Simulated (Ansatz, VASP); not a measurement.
Two plane-wave programs on Au

The input POSCAR:

```
Au
1.0
   -1.6786301820      1.6786301820      1.5967457828
    1.6786301820     -1.6786301820      1.5967457828
    1.6786301820      1.6786301820     -1.5967457828
Au
1
Direct
    0.0000000000      0.0000000000      0.0000000000
```

INCAR.step1

```
PREC = Accurate ; ENCUT = 520
ISMEAR = 0 ; SIGMA = 0.15
LREAL = False ; LASPH = True
NELM = 100 ; NBANDS = 12
GGA = PE ; ALGO = Normal
EDIFF = 1E-4 ; LWAVE = True
LCHARG = False
```

Contents of INCAR.step2:

```
PREC = Accurate ; ENCUT = 520
EDIFF = 1E-6 ; ISMEAR = 0
SIGMA = 0.15 ; LREAL = False
LASPH = True ; NELM = 100
ALGO = Normal ; ISIF = 2
LWAVE = False ; LCHARG = False
METAGGA = R2SCAN ; LMIXTAU = True
NBANDS = 12 ; ISTART = 1
```

Contents of KPOINTS:

```
regular mesh
0
Gamma
  26 26 26
```

Input for Ansatz:

```yaml
crystal:
  lattice:
    - [-1.678630182, 1.678630182, 1.5967457828]
    - [1.678630182, -1.678630182, 1.5967457828]
    - [1.678630182, 1.678630182, -1.5967457828]
  atoms:
    - { symbol: Au, position: [0.0, 0.0, 0.0] }
basis:
  ecutwfc: 500
kpoints:
  mp_grid: { grid: [26, 26, 26] }
hamiltonian:
  xc: r2scan
scf:
  occupations: { method: gaussian, width: 0.15 }
output:
  forces: true
  stress: true
  eigenvalues: true
```

Change from the starting cell: strain +0.025 along x and y, -0.025 along z, atoms carried along.

Alike in both runs: task single point; functional r2SCAN; k mesh 26 × 26 × 26; occupations gaussian, width 0.15 eV; no spin polarisation.

```csv
,VASP,Ansatz
version,VASP 6.6.1,Ansatz 0.2.0
potentials or method,"VASP PAW PBE potentials, release 64 (Au), cutoff 520 eV","scalar-relativistic, plane waves, PAW"
valence electrons in the cell,11,19
```

```csv
,VASP,Ansatz,Ansatz less VASP
gap on the k mesh at the Fermi level (eV),none,none,-
pressure (GPa),-2.9,-3.2,-0.24
"traceless stress, the component that is largest in VASP (GPa)",-0.40,-0.39,+0.008
```

VASP's potentials were made for PBE, not for r2SCAN. A gap of «none» marks a metal or a gap that the smearing closes. VASP's potentials hold 11 valence electrons a cell and Ansatz's 19, so a difference there can come from the potentials and not from the codes.

Neither program's run includes spin-orbit coupling.
